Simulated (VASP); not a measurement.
InSb (zincblende type): single point with r2SCAN

Crystal: InSb (zincblende type).

```
In Sb
1.0
     0.00000    3.27758    3.27758
     3.27758    0.00000    3.27758
     3.27758    3.27758    0.00000
In Sb
1 1
Direct
  0.00000 0.00000 0.00000
  0.25000 0.25000 0.25000
```

| Property | Result |
| --- | --- |
| Program | VASP 6.6.1 |
| Task | single point |
| Functional | r2SCAN |
| Potentials or basis | VASP PAW PBE potentials, release 64 (In_d, Sb) |
| Cutoff | 520 eV |
| k mesh | 11 × 11 × 11 |
| Occupations | fermi-dirac, width 0.1 eV |
| Spin | no spin polarisation |
| Dipole correction | no |
| Further INCAR settings | ALGO = Normal; EDIFF = 1e-07; NBANDS = 16 |

| Quantity | Value |
| --- | --- |
| Pressure | 0.0 GPa |
| Band gap on the k mesh | 0.02 eV |

Levels at points of the mesh, in eV from the valence-band top:
```
           k point  band 7  band 8  band 9  band 10  band 11  band 12
(0.00, 0.00, 0.00)    0.00    0.00    0.00     0.02     3.22     3.22
```

Run time: 7.2 min on 1 thread of Intel Xeon 8259CL, with other jobs on the host, peak memory 0.26 GiB.

Caveat: the smearing spreads over this small gap; semilocal functionals underestimate gaps, and a narrow one can read as zero; the PAW data sets were made with another functional, which shifts forces and pressure a little; spin-orbit coupling is left out, which moves the levels of the heavy elements.
